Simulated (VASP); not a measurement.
# MoS2 (P-3m1) in VASP: notebook

MoS2 is run at these levels: PBE+D3(BJ); tasks: single point.

Program: VASP 6.6.1. These are calculated values, not measurements. Logs are shortened: lines on timing, memory, paths and dates and some standing lists are left out, and cuts for length are marked.

## (1) The cell of the first run

The typed cell holds 6 atoms: a = 2.992 Å, b = 2.992 Å, c = 11.660 Å, α = 90.00°, β = 90.00°, γ = 120.00°.

## (2) Single point, PBE+D3(BJ)

INCAR

```
SYSTEM = MoS2
  PREC = Accurate
  ENCUT = 520
  EDIFF = 1E-6
  ISMEAR = 0
  SIGMA = 0.05
  LREAL = .FALSE.
  LASPH = .TRUE.
  NELM = 60
  ALGO = Normal
  ISIF = 2
  LWAVE = .FALSE.
  LCHARG = .FALSE.
  GGA = PE
  IVDW = 12
  NBANDS = 35
```

KPOINTS

```
Automatic mesh
0
G
  12 12 4
  0 0 0
```

POSCAR

```
MoS2
1.0
    2.9919000000      0.0000000000      0.0000000000
   -1.4959500000      2.5910614056      0.0000000000
    0.0000000000      0.0000000000     11.6603000000
Mo S
2 4
Direct
    0.6666666667      0.3333333333      0.2501439769
    0.3333333333      0.6666666667      0.7498560231
    0.3333333333      0.6666666667      0.3795985159
    0.6666666667      0.3333333333      0.8793132861
    0.3333333333      0.6666666667      0.1206867139
    0.6666666667      0.3333333333      0.6204014841
```

Potentials or basis: VASP PAW PBE potentials, release 64 (Mo_sv, S).

Command:

```sh
$ cat potpaw_PBE.64/Mo_sv/POTCAR potpaw_PBE.64/S/POTCAR > POTCAR
$ mpirun -np 1 vasp_std > vasp.out
```

OUTCAR:

```text
SYSTEM = MoS2
   PREC = Accurate
   ENCUT = 520
   EDIFF = 1E-6
   ISMEAR = 0
   LREAL = .FALSE.
   LASPH = .TRUE.
   NELM = 60
   ISIF = 2
   GGA = PE
   IVDW = 12
 IVDW          = 12

 ion  position               nearest neighbor table
   1  0.667  0.333  0.250-   3 2.29   3 2.29   3 2.29   5 2.29   5 2.29   5 2.29
   2  0.333  0.667  0.750-   6 2.29   6 2.29   6 2.29   4 2.29   4 2.29   4 2.29
   3  0.333  0.667  0.380-   1 2.29   1 2.29   1 2.29
   4  0.667  0.333  0.879-   2 2.29   2 2.29   2 2.29
   5  0.333  0.667  0.121-   1 2.29   1 2.29   1 2.29
   6  0.667  0.333  0.620-   2 2.29   2 2.29   2 2.29

  LATTYP: Found a hexagonal cell.
 ALAT       =     2.9919000000
 C/A-ratio  =     3.8972893479

  Lattice vectors:

 A1 = (   2.9919000000,   0.0000000000,   0.0000000000)
 A2 = (  -1.4959500000,   2.5910614056,   0.0000000000)
 A3 = (   0.0000000000,   0.0000000000,  11.6603000000)

Analysis of symmetry for initial positions (statically):
=====================================================================
 Subroutine PRICEL returns:
 Original cell was already a primitive cell.

 Routine SETGRP: Setting up the symmetry group for a
 hexagonal supercell.

 Subroutine GETGRP returns: Found 12 space group operations
 (whereof 12 operations were pure point group operations)
 out of a pool of 24 trial point group operations.

The static configuration has the point symmetry D_3d.

Analysis of symmetry for dynamics (positions and initial velocities):
=====================================================================
 Subroutine PRICEL returns:
 Original cell was already a primitive cell.

 Routine SETGRP: Setting up the symmetry group for a
 hexagonal supercell.

 Subroutine GETGRP returns: Found 12 space group operations
 (whereof 12 operations were pure point group operations)
 out of a pool of 24 trial point group operations.

The dynamic configuration has the point symmetry D_3d.

 Subroutine INISYM returns: Found 12 space group operations
 (whereof 12 operations are pure point group operations),
 and found     1 'primitive' translations

----------------------------------------------------------------------------------------

                                     Primitive cell

  volume of cell :      90.3929

  direct lattice vectors                    reciprocal lattice vectors
     2.991900000  0.000000000  0.000000000     0.334235770  0.192971112  0.000000000
    -1.495950000  2.591061406  0.000000000     0.000000000  0.385942223  0.000000000
     0.000000000  0.000000000 11.660300000     0.000000000  0.000000000  0.085761087

  length of vectors
     2.991900000  2.991900000 11.660300000     0.385942223  0.385942223  0.085761087

  position of ions in fractional coordinates (direct lattice)
     0.666666667  0.333333333  0.250143977
     0.333333333  0.666666667  0.749856023
     0.333333333  0.666666667  0.379598516
     0.666666667  0.333333333  0.879313286
     0.333333333  0.666666667  0.120686714
     0.666666667  0.333333333  0.620401484

  ion indices of the primitive-cell ions
   primitive index   ion index
                 1           1
                 2           2
                 3           3
                 4           4
                 5           5
                 6           6

----------------------------------------------------------------------------------------

 KPOINTS: Automatic mesh

Automatic generation of k-mesh.
 Grid dimensions read from file:
 generate k-points for:   12   12    4

 Generating k-lattice:

  Cartesian coordinates                     Fractional coordinates (reciprocal lattice)
     0.027852981  0.016080926  0.000000000     0.083333333 -0.000000000  0.000000000
     0.000000000  0.032161852  0.000000000     0.000000000  0.083333333  0.000000000
     0.000000000  0.000000000  0.021440272     0.000000000  0.000000000  0.250000000

  Length of vectors
     0.032161852  0.032161852  0.021440272

  Shift w.r.t. Gamma in fractional coordinates (k-lattice)
     0.000000000  0.000000000  0.000000000

 Subroutine IBZKPT returns following result:
 ===========================================

 Found     69 irreducible k-points:

 Following reciprocal coordinates:
            Coordinates               Weight
  0.000000  0.000000  0.000000      1.000000
  0.083333  0.000000  0.000000      6.000000
  0.166667  0.000000  0.000000      6.000000
  0.250000 -0.000000  0.000000      6.000000
  0.333333  0.000000  0.000000      6.000000
  0.416667  0.000000  0.000000      6.000000
[... 16 lines left out ...]
  0.166667  0.000000  0.250000      6.000000
  0.000000  0.166667  0.250000      6.000000
 [... further k-points ...]
   k-points           NKPTS =     69   k-points in BZ     NKDIM =     69   number of bands    NBANDS=     35
   number of dos      NEDOS =    301   number of ions     NIONS =      6
   total plane-waves  NPLWV =  51840
   dimension x,y,z NGX =    24 NGY =   24 NGZ =   90
   dimension x,y,z NGXF=    48 NGYF=   48 NGZF=  180
   ions per type =               2   4
   NGX,Y,Z   is equivalent  to a cutoff of  13.34, 13.34, 12.83 a.u.
   NGXF,Y,Z  is equivalent  to a cutoff of  26.67, 26.67, 25.66 a.u.
 SYSTEM =  MoS2
   PREC   = accura    normal or accurate (medium, high low for compatibility)
   ISTART =      0    job   : 0-new  1-cont  2-samecut
   ICHARG =      2    charge: 1-file 2-atom 10-const
   ISPIN  =      1    spin polarized calculation?
   LNONCOLLINEAR =      F non collinear calculations
   LSORBIT =      F    spin-orbit coupling
   LASPH  =      T    aspherical Exc in radial PAW
   ENCUT  =  520.0 eV  38.22 Ry    6.18 a.u.   5.56  5.56 21.68*2*pi/ulx,y,z
   NELM   =     60;   NELMIN=  2; NELMDL= -5     # of ELM steps
   EDIFF  = 0.1E-05   stopping-criterion for ELM
   LREAL  =      F    real-space projection
   EDIFFG = 0.1E-04   stopping-criterion for IOM
   NSW    =      0    number of steps for IOM
[... 5 lines left out ...]
   TEBEG  =    0.0;   TEEND  =   0.0 temperature during run
   PSTRESS=    0.0 pullay stress
   NELECT =      52.0000    total number of electrons
   NUPDOWN=      -1.0000    fix difference up-down
   EMIN   =  10.00;   EMAX   =-10.00  energy-range for DOS
   EFERMI =   0.00;   METHOD = LEGACY
   ISMEAR =     0;   SIGMA  =   0.05  broadening in eV -4-tet -1-fermi 0-gaus
   EFERMI_NEDOS =   21; number of points for ismear=-14 and -15
   IALGO  =     38    algorithm
   IMIX   =      4    mixing-type and parameters
     AMIX     =   0.40;   BMIX     =  1.00
     AMIX_MAG =   1.60;   BMIX_MAG =  1.00
  volume/ion in A,a.u.               =      15.07       101.67
  Fermi-wavevector in a.u.,A,eV,Ry     =   1.361542  2.572942 25.222442  1.853797
  Thomas-Fermi vector in A             =   2.488109
   LORBIT       =      0    0 simple, 1 ext, 2 COOP (PROOUT), +10 PAW based schemes
   GGA     = PE    functional components
   LHFCALC =     F    Hartree Fock is set to
   AEXX    =    0.0000 exact exchange contribution
   IVDW    =    12    specifies the selected vdW correction
   LEPSILON=     F    determine dielectric tensor
   LRPA    =     F    only Hartree local field effects (RPA)
 non-spin polarized calculation
 Gauss-broadening in eV      SIGMA  =   0.05
  energy-cutoff  :      520.00
  volume of cell :       90.39
 maximum number of plane-waves:      2491
 NGX is ok and might be reduce to    24
   NGX = 11   NGY = 11   NGZ = 43

 number of electron      51.9999999 magnetization

 Free energy of the ion-electron system (eV)
  ---------------------------------------------------
  ext. energy  EPLUGINS =         0.00000000
  ---------------------------------------------------
  free energy    TOTEN  =       -42.06934526 eV

  energy without entropy =      -42.06934526  energy(sigma->0) =      -42.06934526

 E-fermi :  10.3482     XC(G=0): -11.7186

 val. band max:        9.9574318581   @ k =   0.0000   0.0000   0.0000
 cond. band min:      10.6484458724   @ k =   0.1667   0.1667   0.0000
 fundamental gap:      0.6910140143
 Fermi energy:        10.3482247631

 k-point     1 :       0.0000    0.0000    0.0000
  band No.  band energies     occupation
      1     -51.5401      2.00000
      2     -51.5401      2.00000
      3     -25.8845      2.00000
      4     -25.8841      2.00000
      5     -25.4023      2.00000
      6     -25.4023      2.00000
[... 27 lines left out ...]
     34      12.9410      0.00000
     35      16.0810      0.00000

 k-point     2 :       0.0833    0.0000    0.0000
  band No.  band energies     occupation
      1     -51.5343      2.00000
      2     -51.5343      2.00000
      3     -25.8739      2.00000
      4     -25.8736      2.00000
      5     -25.4532      2.00000
      6     -25.4532      2.00000
[... 27 lines left out ...]
     34      12.7966      0.00000
     35      16.6534      0.00000

 k-point     3 :       0.1667    0.0000    0.0000
  band No.  band energies     occupation
      1     -51.5183      2.00000
      2     -51.5183      2.00000
      3     -25.8449      2.00000
      4     -25.8446      2.00000
      5     -25.5903      2.00000
      6     -25.5903      2.00000
[... 27 lines left out ...]
     34      13.2584      0.00000
     35      17.7994      0.00000
[... 723 lines left out ...]
 k-point    23 :       0.1667    0.0000    0.2500
  band No.  band energies     occupation
      1     -51.5183      2.00000
      2     -51.5183      2.00000
      3     -25.8449      2.00000
      4     -25.8447      2.00000
      5     -25.5903      2.00000
      6     -25.5903      2.00000
[... 27 lines left out ...]
     34      13.2370      0.00000
     35      17.8035      0.00000

 k-point    24 :       0.0000    0.1667    0.2500
  band No.  band energies     occupation
      1     -51.5183      2.00000
      2     -51.5183      2.00000
      3     -25.8449      2.00000
      4     -25.8447      2.00000
      5     -25.5903      2.00000
      6     -25.5903      2.00000
[... 27 lines left out ...]
     34      13.2370      0.00000
     35      17.7938      0.00000

 [... further k-points ...]

------------------------ aborting loop because EDIFF is reached ----------------------------------------

 Edisp (eV)   -3.02829

 E8    (eV) :    -1.2211

  FORCE on cell =-STRESS in cart. coord.  units (eV):
  Direction    XX          YY          ZZ          XY          YZ          ZX
  --------------------------------------------------------------------------------------
  -------------------------------------------------------------------------------------
  Total      16.28695    16.28695    16.16036     0.00000     0.00000     0.00000
  in kB     288.67942   288.67942   286.43576     0.00000     0.00000     0.00000
  external pressure =      287.93 kB  Pullay stress =        0.00 kB

 VOLUME and BASIS-vectors are now :
 -----------------------------------------------------------------------------
  energy-cutoff  :      520.00
  volume of cell :       90.39
      direct lattice vectors                 reciprocal lattice vectors
     2.991900000  0.000000000  0.000000000     0.334235770  0.192971112  0.000000000
    -1.495950000  2.591061406  0.000000000     0.000000000  0.385942223  0.000000000
     0.000000000  0.000000000 11.660300000     0.000000000  0.000000000  0.085761087

 POSITION                                       TOTAL-FORCE (eV/Angst)
 -----------------------------------------------------------------------------------
      1.49595      0.86369      2.91675         0.000000      0.000000     -0.001845
     -0.00000      1.72737      8.74355        -0.000000      0.000000      0.001845
     -0.00000      1.72737      4.42623        -0.000000     -0.000000      2.499253
      1.49595      0.86369     10.25306        -0.000000      0.000000      2.503615
     -0.00000      1.72737      1.40724        -0.000000     -0.000000     -2.503615
      1.49595      0.86369      7.23407         0.000000      0.000000     -2.499253
 -----------------------------------------------------------------------------------
    total drift:                               -0.000000      0.000000      0.000000

  FREE ENERGIE OF THE ION-ELECTRON SYSTEM (eV)
  ---------------------------------------------------
  free  energy   TOTEN  =       -45.0976350838 eV

  energy  without entropy=      -45.0976350838  energy(sigma->0) =      -45.09763508
```

It took 3.9 min on 1 thread of Intel Xeon Platinum 8259CL at 2.50GHz (Skylake/Cascade Lake), shared host; peak memory 0.33 GiB.

What came out:

```yaml
Free_energy: -45.0976 eV
Pressure: 28.8 GPa
Largest_force: 2.504 eV/Å
Band_gap_on_the_k_mesh: 0.69 eV (least direct gap 2.14 eV)
Dispersion_energy_per_atom: -0.505 eV
```

Forces in eV/Å, atoms in the order of the input:
```
Mo   0.000  0.000 -0.002
Mo   0.000  0.000  0.002
S    0.000  0.000  2.499
S    0.000  0.000  2.504
S    0.000  0.000 -2.504
S    0.000  0.000 -2.499
```

Caveat: the cell stands under pressure; forces of over 1 eV/Å act on the atoms, so gaps and moduli don't describe the material at rest.

## (3) Single point, PBE+D3(BJ)

This run uses another cell than the first one, of 15.12 Å³/atom.

INCAR

```
PREC = Accurate ; ENCUT = 520
EDIFF = 1E-6 ; ISMEAR = 0
SIGMA = 0.05 ; LREAL = False
LASPH = True ; NELM = 100
ALGO = Normal ; ISIF = 2
LWAVE = False ; LCHARG = True
GGA = PE ; IVDW = 12
LELF = True ; LVHAR = True
NBANDS = 35
```

KPOINTS

```
regular mesh
0
Gamma
  12 12 4
```

Changes to POSCAR since step 2:

```diff
@@ -2,5 +2,5 @@
 1.0
-    2.9919000000      0.0000000000      0.0000000000
-   -1.4959500000      2.5910614056      0.0000000000
-    0.0000000000      0.0000000000     11.6603000000
+    3.0549000000      0.0000000000      0.0000000000
+   -1.5274500000      2.6456210060      0.0000000000
+    0.0000000000      0.0000000000     11.2249000000
 Mo S
```

Potentials or basis: VASP PAW PBE potentials, release 64 (Mo_sv, S).

Command:

```sh
$ cat potpaw_PBE.64/Mo_sv/POTCAR potpaw_PBE.64/S/POTCAR > POTCAR
$ mpirun -np 1 vasp_std > vasp.out
```

Wall time 4.2 min (1 thread of Intel Xeon Platinum 8259CL at 2.50GHz (Skylake/Cascade Lake), shared host); peak memory 0.32 GiB.

The run converged. Its results:

| Property | Result |
| --- | --- |
| Free energy | -45.0134 eV |
| Pressure | 28.9 GPa |
| Largest force | 3.223 eV/Å |
| Band gap on the k mesh | 0.38 eV (least direct gap 1.74 eV) |
| Dispersion energy per atom | -0.503 eV |

Forces on the atoms (eV/Å):
```
Mo   0.000  0.000 -0.003
Mo   0.000  0.000  0.003
S    0.000  0.000  3.217
S    0.000  0.000  3.223
S    0.000  0.000 -3.223
S    0.000  0.000 -3.217
```

Stress tensor (GPa, compression positive):
```
24.51  0.00  0.00
 0.00 24.51  0.00
 0.00  0.00 37.55
```

Levels at points of the mesh, in eV from the valence-band top:
```
           k point  band 23  band 24  band 25  band 26  band 27  band 28  band 29  band 30
(0.00, 0.00, 0.00)    -3.24    -1.84    -1.13     0.00     1.74     1.74     1.76     1.76
(0.50, 0.00, 0.00)    -2.66    -2.29    -2.28    -1.98     1.17     1.28     1.73     2.09
(0.00, 0.00, 0.50)    -3.28    -3.28    -0.32    -0.31     1.74     1.74     1.74     1.74
(0.50, 0.00, 0.50)    -2.48    -2.47    -2.10    -2.10     1.22     1.22     1.94     1.94
```

Caveat: the stress differs along the axes, from 25 to 38 GPa; forces of over 1 eV/Å act on the atoms, so gaps and moduli don't describe the material at rest. A k mesh can miss the band edges.

(Part 1 of 2 ends here.)
